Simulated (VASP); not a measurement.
GaP:

```
Ga P
1.0
     0.00000    2.72525    2.72525
     2.72525    0.00000    2.72525
     2.72525    2.72525    0.00000
Ga P
1 1
Direct
  0.00000 0.00000 0.00000
  0.75000 0.75000 0.75000
```

Base run:

* Program: VASP 6.6.1
* Functional: b88 exchange, pbe correlation
* Potentials or basis: VASP PAW PBE potentials, release 64 (Ga_d, P)
* Cutoff: 500 eV
* k mesh: 8 × 8 × 8
* Occupations: fermi-dirac, width 0.05 eV
* Spin: no spin polarisation

Its results: band gap on the k mesh 1.64 eV (least direct gap 1.81 eV); pressure 2.3 GPa.

After a change of settings the same cell gave: band gap on the k mesh 7.87 eV (least direct gap 9.44 eV); pressure 5.2 GPa. Which change was it?
A. functional from b88 exchange, pbe correlation to r2SCAN-based global hybrid with 35 % exact exchange; cutoff from 500 eV to 520 eV; k mesh from 8 × 8 × 8 to 5 × 5 × 5
B. functional from b88 exchange, pbe correlation to HF; cutoff from 500 eV to 520 eV; k mesh from 8 × 8 × 8 to 4 × 4 × 4
C. functional from b88 exchange, pbe correlation to r2SCANh; cutoff from 500 eV to 520 eV; k mesh from 8 × 8 × 8 to 4 × 4 × 4
D. functional from b88 exchange, pbe correlation to HSE06; cutoff from 500 eV to 520 eV; k mesh from 8 × 8 × 8 to 6 × 6 × 6

B.

Caveats: some runs use coarse meshes; the PAW data sets were made with another functional, which shifts forces and pressure a little.
